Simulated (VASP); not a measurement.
## Fe: single point with PBEsol

The system is Fe.

```
CELL_PARAMETERS angstrom
2.34700 0.00000 0.00000
-1.17350 2.03256 0.00000
0.00000 0.00000 3.79700
ATOMIC_POSITIONS crystal
Fe 0.33333 0.66667 0.25000
Fe 0.66667 0.33333 0.75000
```

This isn't the form of Fe at room conditions, which is bcc.

- Program: VASP 6.6.1
- Task: single point
- Functional: PBEsol
- Potentials or basis: VASP PAW PBE potentials, release 64 (Fe)
- Cutoff: 520 eV
- k mesh: 14 × 14 × 8
- Occupations: fermi-dirac, width 0.1 eV
- Spin: collinear spin, zero start
- Starting moments: [0.0, 0.0] μB
- Fixed moment: 0 μB

* Pressure: 31.0 GPa
* Net moment: 0.00 μB per cell
* Valence electrons inside the program's atomic spheres: Fe 7.85

Stress tensor (GPa, compression positive):
```
35.40  0.00  0.00
 0.00 35.40  0.00
 0.00  0.00 22.22
```

It took 110 s on 1 thread of Intel Xeon 8259CL, on a shared host, peak memory 0.18 GiB.

Caveat: the cell stands under pressure; the PAW data sets were made with another functional, which shifts forces and pressure a little; the total moment is fixed, so each spin has its own Fermi level.
